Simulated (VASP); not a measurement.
# Cs2AgBiBr6 (Fm-3m) in VASP: a series of runs

The runs below take Cs2AgBiBr6 through single point, with PBEsol+D3(BJ), r2SCAN.

All numbers are computed with VASP 6.6.1; they aren't measurements. Logs are shortened: lines on timing, memory, paths and dates and some standing lists are left out, and cuts for length are marked.

## Step 1: The cell of the first run

The structure is cubic, space group Fm-3m (No. 225). The conventional cell has a = 11.232 Å, b = 11.232 Å, c = 11.232 Å, α = 90.00°, β = 90.00°, γ = 90.00°. Within 3.7 Å of Bi (site symmetry m-3m) lie 6 Br at 2.81 Å. Within 5.2 Å of Cs (site symmetry -43m) lie 12 Br at 3.97 Å and 4 Bi at 4.86 Å and 4 Ag at 4.86 Å. Within 3.7 Å of Ag (site symmetry m-3m) lie 6 Br at 2.80 Å. Br (site symmetry 4mm) has 1 Ag at 2.80 Å and 1 Bi at 2.81 Å within 3.7 Å.

## Step 2: Single point, PBEsol+D3(BJ)

INCAR

```
ALGO     = Normal         # electronic algorithm
EDIFF    = 1E-6           # SCF threshold, eV
ENCUT    = 520            # plane-wave cutoff, eV
GGA      = PS             # functional
ISIF     = 2              # what is computed and relaxed
ISMEAR   = -1             # smearing method
IVDW     = 12             # dispersion correction
LASPH    = T              # aspherical terms in the spheres
LCHARG   = F              # write CHGCAR
LREAL    = F              # projectors in reciprocal space
LWAVE    = F              # write WAVECAR
NBANDS   = 54             # bands
NELM     = 80             # most SCF steps
PREC     = Accurate       # precision mode
SIGMA    = 0.05           # smearing width, eV
```

KPOINTS

```
k-points
0
Gamma
  4 4 4
```

POSCAR

```
Cs2AgBiBr6
1.0
    0.0000000000      5.6161000000      5.6161000000
    5.6161000000      0.0000000000      5.6161000000
    5.6161000000      5.6161000000      0.0000000000
Bi Cs Ag Br
1 2 1 6
Direct
    0.0000000000      0.0000000000      0.0000000000
    0.7500000000      0.7500000000      0.7500000000
    0.2500000000      0.2500000000      0.2500000000
    0.5000000000      0.5000000000      0.5000000000
    0.7494500000      0.7494500000      0.2505500000
    0.2505500000      0.2505500000      0.7494500000
    0.7494500000      0.2505500000      0.2505500000
    0.7494500000      0.2505500000      0.7494500000
    0.2505500000      0.7494500000      0.7494500000
    0.2505500000      0.7494500000      0.2505500000
```

Potentials or basis: VASP PAW PBE potentials, release 64 (Bi_d, Cs_sv, Ag, Br).

Command:

```console
> cat potpaw_PBE.64/Bi_d/POTCAR potpaw_PBE.64/Cs_sv/POTCAR potpaw_PBE.64/Ag/POTCAR potpaw_PBE.64/Br/POTCAR > POTCAR
> mpirun -np 1 vasp_std > vasp.out
```

OUTCAR:

```text
EDIFF = 1E-6
   ENCUT = 520
   GGA = PS
   ISIF = 2
   ISMEAR = -1
   IVDW = 12
   LASPH = T
   LREAL = F
   NELM = 80
   PREC = Accurate
 IVDW          = 12

 ion  position               nearest neighbor table
   1  0.000  0.000  0.000-   5 2.81   6 2.81   7 2.81   8 2.81   9 2.81  10 2.81
   2  0.750  0.750  0.750-
   3  0.250  0.250  0.250-
   4  0.500  0.500  0.500-   5 2.80   6 2.80   7 2.80   8 2.80   9 2.80  10 2.80
   5  0.749  0.749  0.251-   4 2.80   1 2.81
   6  0.251  0.251  0.749-   4 2.80   1 2.81
   7  0.749  0.251  0.251-   4 2.80   1 2.81
   8  0.749  0.251  0.749-   4 2.80   1 2.81
   9  0.251  0.749  0.749-   4 2.80   1 2.81
  10  0.251  0.749  0.251-   4 2.80   1 2.81

  LATTYP: Found a face centered cubic cell.
 ALAT       =    11.2322000000

  Lattice vectors:

 A1 = (   0.0000000000,   5.6161000000,   5.6161000000)
 A2 = (   5.6161000000,   0.0000000000,   5.6161000000)
 A3 = (   5.6161000000,   5.6161000000,   0.0000000000)

Analysis of symmetry for initial positions (statically):
=====================================================================
 Subroutine PRICEL returns:
 Original cell was already a primitive cell.

 Routine SETGRP: Setting up the symmetry group for a
 face centered cubic supercell.

 Subroutine GETGRP returns: Found 48 space group operations
 (whereof 48 operations were pure point group operations)
 out of a pool of 48 trial point group operations.

The static configuration has the point symmetry O_h .

Analysis of symmetry for dynamics (positions and initial velocities):
=====================================================================
 Subroutine PRICEL returns:
 Original cell was already a primitive cell.

 Routine SETGRP: Setting up the symmetry group for a
 face centered cubic supercell.

 Subroutine GETGRP returns: Found 48 space group operations
 (whereof 48 operations were pure point group operations)
 out of a pool of 48 trial point group operations.

The dynamic configuration has the point symmetry O_h .

 Subroutine INISYM returns: Found 48 space group operations
 (whereof 48 operations are pure point group operations),
 and found     1 'primitive' translations

[... 97 lines left out ...]
   IBRION =     -1    ionic relax: 0-MD 1-quasi-New 2-CG
   NFREE  =      0    steps in history (QN), initial steepest desc. (CG)
   ISIF   =      2    stress and relaxation
   ISYM   =      2    0-nonsym 1-usesym 2-fastsym
   POTIM  = 0.5000    time-step for ionic-motion
   TEBEG  =    0.0;   TEEND  =   0.0 temperature during run
   PSTRESS=    0.0 pullay stress
   NELECT =      86.0000    total number of electrons
   NUPDOWN=      -1.0000    fix difference up-down
   EMIN   =  10.00;   EMAX   =-10.00  energy-range for DOS
   EFERMI =   0.00;   METHOD = LEGACY
   ISMEAR =    -1;   SIGMA  =   0.05  broadening in eV -4-tet -1-fermi 0-gaus
   EFERMI_NEDOS =   21; number of points for ismear=-14 and -15
   IALGO  =     38    algorithm
   IMIX   =      4    mixing-type and parameters
     AMIX     =   0.40;   BMIX     =  1.00
     AMIX_MAG =   1.60;   BMIX_MAG =  1.00
  volume/ion in A,a.u.               =      35.43       239.07
  Fermi-wavevector in a.u.,A,eV,Ry     =   1.021244  1.929871 14.190049  1.042939
  Thomas-Fermi vector in A             =   2.154858
   LORBIT       =      0    0 simple, 1 ext, 2 COOP (PROOUT), +10 PAW based schemes
   GGA     = PS    functional components
   LHFCALC =     F    Hartree Fock is set to
   AEXX    =    0.0000 exact exchange contribution
   IVDW    =    12    specifies the selected vdW correction
   LEPSILON=     F    determine dielectric tensor
   LRPA    =     F    only Hartree local field effects (RPA)
 non-spin polarized calculation
  energy-cutoff  :      520.00
  volume of cell :      354.27
 maximum number of plane-waves:      9577
   NGX = 29   NGY = 29   NGZ = 29

 number of electron      86.0000013 magnetization

 Free energy of the ion-electron system (eV)
  ---------------------------------------------------
  ext. energy  EPLUGINS =         0.00000000
  ---------------------------------------------------
  free energy    TOTEN  =       -31.79248441 eV

  energy without entropy =      -31.79248313  energy(sigma->0) =      -31.79248377

 E-fermi :   1.9019     XC(G=0):  -8.3620

 val. band max:        1.3174164846   @ k =   0.5000   0.5000   0.0000
 cond. band min:       2.4891633161   @ k =   0.5000   0.0000   0.0000
 fundamental gap:      1.1717468315
 Fermi energy:         1.9019321345

 k-point     1 :       0.0000    0.0000    0.0000
  band No.  band energies     occupation
      1     -21.6997      2.00000
      2     -21.6997      2.00000
      3     -21.6545      2.00000
      4     -21.6545      2.00000
      5     -21.6545      2.00000
      6     -19.4396      2.00000
[... 445 lines left out ...]
     53       7.2589      0.00000
     54       7.5681      0.00000

------------------------ aborting loop because EDIFF is reached ----------------------------------------

 Edisp (eV)   -2.39278

 E8    (eV) :    -1.6391

  FORCE on cell =-STRESS in cart. coord.  units (eV):
  Direction    XX          YY          ZZ          XY          YZ          ZX
  --------------------------------------------------------------------------------------
  -------------------------------------------------------------------------------------
  Total      -2.45429    -2.45429    -2.45429    -0.00000    -0.00000    -0.00000
  in kB     -11.09948   -11.09948   -11.09948    -0.00000    -0.00000    -0.00000
  external pressure =      -11.10 kB  Pullay stress =        0.00 kB

 VOLUME and BASIS-vectors are now :
 -----------------------------------------------------------------------------
  energy-cutoff  :      520.00
  volume of cell :      354.27
      direct lattice vectors                 reciprocal lattice vectors
     0.000000000  5.616100000  5.616100000    -0.089029754  0.089029754  0.089029754
     5.616100000  0.000000000  5.616100000     0.089029754 -0.089029754  0.089029754
     5.616100000  5.616100000  0.000000000     0.089029754  0.089029754 -0.089029754

 POSITION                                       TOTAL-FORCE (eV/Angst)
 -----------------------------------------------------------------------------------
      0.00000      0.00000      0.00000         0.000000      0.000000      0.000000
      8.42415      8.42415      8.42415         0.000000     -0.000000      0.000000
      2.80805      2.80805      2.80805         0.000000      0.000000     -0.000000
      5.61610      5.61610      5.61610         0.000000      0.000000      0.000000
      5.61610      5.61610      8.41797         0.000000      0.000000     -0.310334
      5.61610      5.61610      2.81423         0.000000      0.000000      0.310334
      2.81423      5.61610      5.61610         0.310334      0.000000      0.000000
      5.61610      8.41797      5.61610         0.000000     -0.310334      0.000000
      8.41797      5.61610      5.61610        -0.310334      0.000000      0.000000
      5.61610      2.81423      5.61610         0.000000      0.310334      0.000000
 -----------------------------------------------------------------------------------
    total drift:                                0.000000      0.000000     -0.000000

  FREE ENERGIE OF THE ION-ELECTRON SYSTEM (eV)
  ---------------------------------------------------
  free  energy   TOTEN  =       -34.1852659665 eV

  energy  without entropy=      -34.1852646845  energy(sigma->0) =      -34.18526533
```

stdout:

```text
POSCAR found type information on POSCAR BiCsAgBr
 POSCAR found :  4 types and      10 ions
 scaLAPACK will be used
 -----------------------------------------------------------------------------
|                                                                             |
|                                                                             |
|     You enforced a specific xc type in the INCAR file but a different       |
|     I HOPE YOU KNOW WHAT YOU ARE DOING!                                     |
|                                                                             |
 -----------------------------------------------------------------------------

 LDA part: xc-table for (Slater+PW92), standard interpolation
 POSCAR, INCAR and KPOINTS ok, starting setup
 FFT: planning ... GRIDC
 FFT: planning ... GRID_SOFT
 FFT: planning ... GRID
 WAVECAR not read
 entering main loop
```

It took 83 s on 1 thread of Intel Xeon 6975P-C (Granite Rapids), shared host; peak memory 0.6 GiB.

Results:

```yaml
Free_energy: -34.1853 eV
Pressure: -1.1 GPa
Largest_force: 0.310 eV/Å
Band_gap_on_the_k_mesh: 1.17 eV (least direct gap 2.39 eV)
Dispersion_energy_per_atom: -0.239 eV
```

Forces on the atoms (eV/Å):
```
Bi   0.000  0.000  0.000
Cs   0.000  0.000  0.000
Cs   0.000  0.000  0.000
Ag   0.000  0.000  0.000
Br   0.000  0.000 -0.310
Br   0.000  0.000  0.310
Br   0.310  0.000  0.000
Br   0.000 -0.310  0.000
Br  -0.310  0.000  0.000
Br   0.000  0.310  0.000
```

Levels at points of the mesh, in eV from the valence-band top:
| k point | band 39 | band 40 | band 41 | band 42 | band 43 | band 44 | band 45 | band 46 | band 47 | band 48 |
| --- | --- | --- | --- | --- | --- | --- | --- | --- | --- | --- |
| (0.00, 0.00, 0.00) | -1.22 | -1.22 | -1.22 | -0.69 | -0.69 | 2.22 | 2.22 | 2.22 | 3.45 | 4.40 |
| (0.50, 0.00, 0.00) | -1.53 | -1.53 | -1.40 | -1.27 | -1.27 | 1.17 | 3.67 | 3.67 | 4.79 | 4.95 |
| (0.50, 0.50, 0.00) | -1.57 | -1.57 | -1.24 | -0.70 | 0.00 | 2.75 | 2.75 | 3.14 | 4.26 | 5.14 |

Caveat: three body term missing; the PAW data sets were made with another functional, which shifts forces and pressure a little; spin-orbit coupling is left out, which moves the levels of the heavy elements. As with any semilocal functional, this PBEsol gap is likely too small.

## Step 3: Single point, r2SCAN

POSCAR is that of step 2.

INCAR.step1

```
SYSTEM = Cs2AgBiBr6
PREC     = Accurate       ! precision mode
ENCUT    = 520            ! plane-wave cutoff, eV
ISMEAR   = -1             ! smearing method
SIGMA    = 0.05           ! smearing width, eV
LREAL    = .FALSE.        ! projectors in reciprocal space
LASPH    = .TRUE.         ! aspherical terms in the spheres
NELM     = 80             ! most SCF steps
NBANDS   = 54             ! bands
GGA      = PE             ! functional
ALGO     = Normal         ! electronic algorithm
EDIFF    = 1E-4           ! SCF threshold, eV
LWAVE    = .TRUE.         ! write WAVECAR
LCHARG   = .FALSE.        ! write CHGCAR
```

INCAR.step2

```
SYSTEM = Cs2AgBiBr6
PREC     = Accurate       ! precision mode
ENCUT    = 520            ! plane-wave cutoff, eV
EDIFF    = 1E-7           ! SCF threshold, eV
ISMEAR   = -1             ! smearing method
SIGMA    = 0.05           ! smearing width, eV
LREAL    = .FALSE.        ! projectors in reciprocal space
LASPH    = .TRUE.         ! aspherical terms in the spheres
NELM     = 80             ! most SCF steps
ALGO     = Normal         ! electronic algorithm
ISIF     = 2              ! what is computed and relaxed
LWAVE    = .FALSE.        ! write WAVECAR
LCHARG   = .FALSE.        ! write CHGCAR
METAGGA  = R2SCAN         ! meta-GGA
LMIXTAU  = .TRUE.       
NBANDS   = 54             ! bands
ISTART   = 1
```

KPOINTS

```
Automatic mesh
0
G
  4 4 4
  0 0 0
```

Potentials or basis: VASP PAW PBE potentials, release 64 (Bi_d, Cs_sv, Ag, Br).

Command:

```console
> cat potpaw_PBE.64/Bi_d/POTCAR potpaw_PBE.64/Cs_sv/POTCAR potpaw_PBE.64/Ag/POTCAR potpaw_PBE.64/Br/POTCAR > POTCAR
> cp INCAR.step1 INCAR
> mpirun -np 1 vasp_std > vasp.out
> cp INCAR.step2 INCAR
> mpirun -np 1 vasp_std > vasp.out
```

OUTCAR:

```text
SYSTEM = Cs2AgBiBr6
   PREC = Accurate
   ENCUT = 520
   EDIFF = 1E-7
   ISMEAR = -1
   LREAL = .FALSE.
   LASPH = .TRUE.
   NELM = 80
   ISIF = 2
   METAGGA = R2SCAN
   ISTART = 1

 ion  position               nearest neighbor table
   1  0.000  0.000  0.000-   5 2.81   6 2.81   7 2.81   8 2.81   9 2.81  10 2.81
   2  0.750  0.750  0.750-
   3  0.250  0.250  0.250-
   4  0.500  0.500  0.500-   5 2.80   6 2.80   7 2.80   8 2.80   9 2.80  10 2.80
   5  0.749  0.749  0.251-   4 2.80   1 2.81
   6  0.251  0.251  0.749-   4 2.80   1 2.81
   7  0.749  0.251  0.251-   4 2.80   1 2.81
   8  0.749  0.251  0.749-   4 2.80   1 2.81
   9  0.251  0.749  0.749-   4 2.80   1 2.81
  10  0.251  0.749  0.251-   4 2.80   1 2.81

  LATTYP: Found a face centered cubic cell.
 ALAT       =    11.2322000000

  Lattice vectors:

 A1 = (   0.0000000000,   5.6161000000,   5.6161000000)
 A2 = (   5.6161000000,   0.0000000000,   5.6161000000)
 A3 = (   5.6161000000,   5.6161000000,   0.0000000000)

Analysis of symmetry for initial positions (statically):
[... 179 lines left out ...]
  band No.  band energies     occupation
      1     -22.6724      2.00000
      2     -22.6724      2.00000
      3     -22.6204      2.00000
      4     -22.6204      2.00000
      5     -22.6204      2.00000
      6     -20.2431      2.00000
[... 445 lines left out ...]
     53       7.7209      0.00000
     54       7.9958      0.00000

------------------------ aborting loop because EDIFF is reached ----------------------------------------

  FORCE on cell =-STRESS in cart. coord.  units (eV):
  Direction    XX          YY          ZZ          XY          YZ          ZX
  --------------------------------------------------------------------------------------
  -------------------------------------------------------------------------------------
  Total        2.2480933      2.2480933      2.2480933      0.0000000      0.0000000      0.0000000
  in kB       10.1669439     10.1669439     10.1669439      0.0000000      0.0000000      0.0000000
  external PRESSURE =      10.1669439 kB  Pullay stress =       0.0000000 kB

 VOLUME and BASIS-vectors are now :
 -----------------------------------------------------------------------------
  energy-cutoff  :      520.00
  volume of cell :      354.27
      direct lattice vectors                 reciprocal lattice vectors
     0.000000000  5.616100000  5.616100000    -0.089029754  0.089029754  0.089029754
     5.616100000  0.000000000  5.616100000     0.089029754 -0.089029754  0.089029754
     5.616100000  5.616100000  0.000000000     0.089029754  0.089029754 -0.089029754

 POSITION                                       TOTAL-FORCE (eV/Angst)
 -----------------------------------------------------------------------------------
      0.00000      0.00000      0.00000         0.000000      0.000000      0.000000
      8.42415      8.42415      8.42415        -0.000000      0.000000      0.000000
      2.80805      2.80805      2.80805         0.000000      0.000000      0.000000
      5.61610      5.61610      5.61610        -0.000000      0.000000      0.000000
      5.61610      5.61610      8.41797         0.000000      0.000000     -0.247814
      5.61610      5.61610      2.81423         0.000000      0.000000      0.247814
      2.81423      5.61610      5.61610         0.247814      0.000000      0.000000
      5.61610      8.41797      5.61610         0.000000     -0.247814      0.000000
      8.41797      5.61610      5.61610        -0.247814      0.000000      0.000000
      5.61610      2.81423      5.61610         0.000000      0.247814      0.000000
 -----------------------------------------------------------------------------------
    total drift:                                0.000000      0.000000     -0.000000

  FREE ENERGIE OF THE ION-ELECTRON SYSTEM (eV)
  ---------------------------------------------------
  free  energy   TOTEN  =      -222.4809363581 eV

  energy  without entropy=     -222.4809363435  energy(sigma->0) =     -222.48093635
```

OUTCAR.step1:

```text
SYSTEM = Cs2AgBiBr6
   PREC = Accurate
   ENCUT = 520
   ISMEAR = -1
   LREAL = .FALSE.
   LASPH = .TRUE.
   NELM = 80
[... 687 lines left out ...]
      5.61610      8.41797      5.61610         0.000000     -0.294113     -0.000000
      8.41797      5.61610      5.61610        -0.294113     -0.000000     -0.000000
      5.61610      2.81423      5.61610         0.000000      0.294113     -0.000000
 -----------------------------------------------------------------------------------
    total drift:                                0.000000      0.000000     -0.000000

  FREE ENERGIE OF THE ION-ELECTRON SYSTEM (eV)
  ---------------------------------------------------
  free  energy   TOTEN  =       -29.4769019568 eV

  energy  without entropy=      -29.4769014327  energy(sigma->0) =      -29.47690169
```

OSZICAR.step1:

```text
N       E                     dE             d eps       ncg     rms          rms(c)
DAV:   1     0.707106985759E+03    0.70711E+03   -0.36935E+04   864   0.140E+03
DAV:   2     0.469398103459E+02   -0.66017E+03   -0.63878E+03  1050   0.299E+02
DAV:   3    -0.283417356506E+02   -0.75282E+02   -0.74867E+02  1032   0.118E+02
DAV:   4    -0.306748344338E+02   -0.23331E+01   -0.23261E+01  1058   0.250E+01
DAV:   5    -0.307516731793E+02   -0.76839E-01   -0.76804E-01  1232   0.411E+00    0.817E+00
DAV:   6    -0.295366085294E+02    0.12151E+01   -0.21570E+00  1110   0.893E+00    0.545E+00
DAV:   7    -0.294686311721E+02    0.67977E-01   -0.11970E+00  1096   0.408E+00    0.237E+00
DAV:   8    -0.294734298456E+02   -0.47987E-02   -0.98064E-02  1036   0.155E+00    0.650E-01
DAV:   9    -0.294758686196E+02   -0.24388E-02   -0.84880E-03  1000   0.487E-01    0.131E-01
DAV:  10    -0.294765982156E+02   -0.72960E-03   -0.13185E-03  1092   0.149E-01    0.848E-02
DAV:  11    -0.294768756850E+02   -0.27747E-03   -0.28477E-04   840   0.707E-02    0.174E-02
DAV:  12    -0.294769019568E+02   -0.26272E-04   -0.29217E-05   666   0.297E-02
   1 F= -.29476902E+02 E0= -.29476902E+02  d E =-.524129E-06
```

Wall time 33 min (1 thread of AMD EPYC 7R43 (Zen 3), shared host); peak memory 0.56 GiB.

Results:

```
Free energy            : -222.4809 eV
Pressure               : 1.0 GPa
Largest force          : 0.248 eV/Å
Band gap on the k mesh : 1.65 eV (least direct gap 2.84 eV)
```

Forces in eV/Å, atoms in the order of the input:
```
Bi   0.000  0.000  0.000
Cs   0.000  0.000  0.000
Cs   0.000  0.000  0.000
Ag   0.000  0.000  0.000
Br   0.000  0.000 -0.248
Br   0.000  0.000  0.248
Br   0.248  0.000  0.000
Br   0.000 -0.248  0.000
Br  -0.248  0.000  0.000
Br   0.000  0.248  0.000
```

Caveat: the PAW data sets were made with another functional, which shifts forces and pressure a little; spin-orbit coupling is left out, which moves the levels of the heavy elements. r2SCAN opens gaps a little over a GGA but as a rule still falls short of measured ones.
